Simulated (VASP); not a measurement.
Write the native input for VASP 6.6.1 that does the following.

- Task: single point
- Functional: PBE
- Potentials or basis: VASP PAW PBE potentials, release 64 (Br)
- Cutoff: 520 eV
- k mesh: 14 × 14 × 14
- Occupations: fermi-dirac, width 0.0612256 eV
- Spin: no spin polarisation
- Dipole correction: no
- Further INCAR settings: ALGO = Normal; EDIFF = 1e-06; NBANDS = 10

The structure of Br lies in POSCAR:

```
Br
1.0
    0.0000000000      2.4099958334      2.4099958334
    2.4099958334      0.0000000000      2.4099958334
    2.4099958334      2.4099958334      0.0000000000
Br
1
Direct
    0.0000000000      0.0000000000      0.0000000000
```

These files were run (other wordings do the same):

INCAR

```
SYSTEM = Br
  PREC = Accurate
  ENCUT = 520
  EDIFF = 1E-6
  ISMEAR = -1
  SIGMA = 0.06122561905347299
  LREAL = .False.
  LASPH = .True.
  NELM = 100
  ALGO = Normal
  ISIF = 2
  LWAVE = .False.
  LCHARG = .False.
  GGA = PE
  NBANDS = 10
```

KPOINTS

```
Automatic mesh
0
Gamma
  14 14 14
  0 0 0
```

Potentials or basis: VASP PAW PBE potentials, release 64 (Br).

Command:

```bash
$ cat potpaw_PBE.64/Br/POTCAR > POTCAR
$ mpirun -np 1 vasp_std > vasp.out
```

Results of the run:

```json
{"Pressure": "-1.3 GPa"}
```

Caveat: an odd number of electrons without spin polarisation forces a metal; a magnetic or distorted state may lie lower.

Run time: 32 s on 1 thread of Intel(R) Xeon(R) Platinum 8259CL CPU @ 2.50GHz (Skylake/Cascade Lake), with other jobs on the host, peak memory 0.17 GiB.
